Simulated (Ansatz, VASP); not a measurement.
**Two plane-wave programs on HfCl4F**

```
Hf Cl F
1.0
     4.24498    0.00000    0.00000
     0.00000    4.24498    0.00000
     0.00000    0.00000    7.55068
Hf Cl F
1 4 1
Direct
  0.50000 0.50000 0.50000
  0.00000 0.00000 0.68023
  0.50000 0.50000 0.19660
  0.50000 0.50000 0.80340
  0.00000 0.00000 0.31977
  0.00000 0.00000 0.00000
```

Change from the starting cell: species swapped into the LaPrC4 type (P4/mmm, No. 123).

Alike in both runs: functional PBE; k mesh 10 × 10 × 6; occupations gaussian, width 0.1 eV; no spin polarisation.

Ansatz relaxed the structure, and its values are those at the end. VASP's run is a single point on that final structure, the one shown.

|  | VASP | Ansatz |
| --- | --- | --- |
| version | VASP 6.6.1 | Ansatz 0.2.0 |
| potentials or method | VASP PAW PBE potentials, release 64 (Hf_pv, Cl, F), cutoff 520 eV | scalar-relativistic, plane waves, PAW |
| valence electrons in the cell | 45 | 61 |

```tsv
	VASP	Ansatz	Ansatz less VASP
gap on the k mesh at the Fermi level (eV)	none	none	-
pressure (GPa)	-0.5	0.0	+0.43
rms of the force components (eV/Å)	0.046	0.003	-0.0422
```

A gap of «none» marks a metal or a gap that the smearing closes. VASP's potentials hold 45 valence electrons a cell and Ansatz's 61, so a difference there can come from the potentials and not from the codes.

Neither program's run includes spin-orbit coupling.
